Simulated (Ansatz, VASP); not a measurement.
## Two plane-wave programs on Sn

```
CELL_PARAMETERS angstrom
0.00000 2.41001 2.41001
2.41001 0.00000 2.41001
2.41001 2.41001 0.00000
ATOMIC_POSITIONS crystal
Sn 0.00000 0.00000 0.00000
```

Alike in both runs: functional PBE; k mesh 16 × 16 × 16; occupations gaussian, width 0.1 eV; no spin polarisation.

Ansatz relaxed the structure, and its values are those at the end. VASP's run is a single point on that final structure, the one shown.

|  | VASP | Ansatz |
| --- | --- | --- |
| version | VASP 6.6.1 | Ansatz 0.2.0 |
| potentials or method | VASP PAW PBE potentials, release 64 (Sn_d), cutoff 520 eV | scalar-relativistic, plane waves, PAW |
| valence electrons in the cell | 14 | 14 |

```csv
,VASP,Ansatz,Ansatz less VASP
gap on the k mesh at the Fermi level (eV),none,none,-
pressure (GPa),0.0,0.0,+0.03
```

A gap of «none» marks a metal or a gap that the smearing closes.
